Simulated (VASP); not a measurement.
Here is a VASP 6.6.1 calculation.

The input INCAR:

```
SYSTEM = Hf
PREC = Accurate
ENCUT = 520
EDIFF = 1E-6
ISMEAR = 1
SIGMA = 0.2
LREAL = .False.
LASPH = .True.
NELM = 100
ALGO = Normal
ISIF = 2
LWAVE = .False.
LCHARG = .False.
GGA = CA
NBANDS = 11
```

Contents of KPOINTS:

```
regular mesh
0
Gamma
  7 7 7
  0 0 0
```

The input POSCAR:

```
Hf
1.0
    3.2751050000      0.0000000000      0.0000000000
    0.0000000000      3.2751050000      0.0000000000
    0.0000000000      0.0000000000      3.2751050000
Hf
1
Direct
    0.5000000000      0.5000000000      0.5000000000
```

Potentials or basis: VASP PAW LDA potentials, release 64 (Hf_pv).

Run with:

```bash
$ cat potpaw_LDA.64/Hf_pv/POTCAR > POTCAR
$ mpirun -np 1 vasp_std > vasp.out
```

(1) Predict the band gap on the k mesh.

(2) Predict the pressure.

## Answers

(1) zero (band 5 reaches 2.39 eV, above the bottom of band 6 at 0.89 eV).

(2) -17.1 GPa.

Caveat: spin-orbit coupling is left out, which moves the levels of the heavy elements.
